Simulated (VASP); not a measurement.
The system is WS2, a slab with vacuum.

```
CELL_PARAMETERS angstrom
3.14049 0.00000 0.00000
-1.57025 2.71974 0.00000
0.00000 0.00000 16.72149
ATOMIC_POSITIONS crystal
W 0.00000 0.00000 0.00000
S 0.33333 0.66667 0.09200
S 0.33333 0.66667 0.90800
```

This cell differs from its parent crystal: volume scaled by 0.96.

Base run:

* Program: VASP 6.6.1
* Functional: PBE
* Potentials or basis: VASP PAW PBE potentials, release 64 (W_sv, S)
* Cutoff: 520 eV
* k mesh: 10 × 10 × 2
* Occupations: fermi-dirac, width 0.05 eV
* Spin: no spin polarisation

Its results: band gap on the k mesh 2.13 eV, indirect (least direct gap 2.28 eV); largest force 1.048 eV/Å.

Q: The run is repeated on the same cell with these changes: functional from PBE to r2SCAN. What comes out?

A: Band gap on the k mesh 2.23 eV, indirect (least direct gap 2.41 eV); largest force 0.790 eV/Å.

r2SCAN gives the wider gap, since meta-GGAs in the generalised Kohn-Sham scheme recover part of the derivative discontinuity.

Caveats: spin-orbit coupling is left out, which moves the levels of the heavy elements; the PAW data sets were made with another functional, which shifts forces and pressure a little (some runs).

A k mesh can miss the band edges.
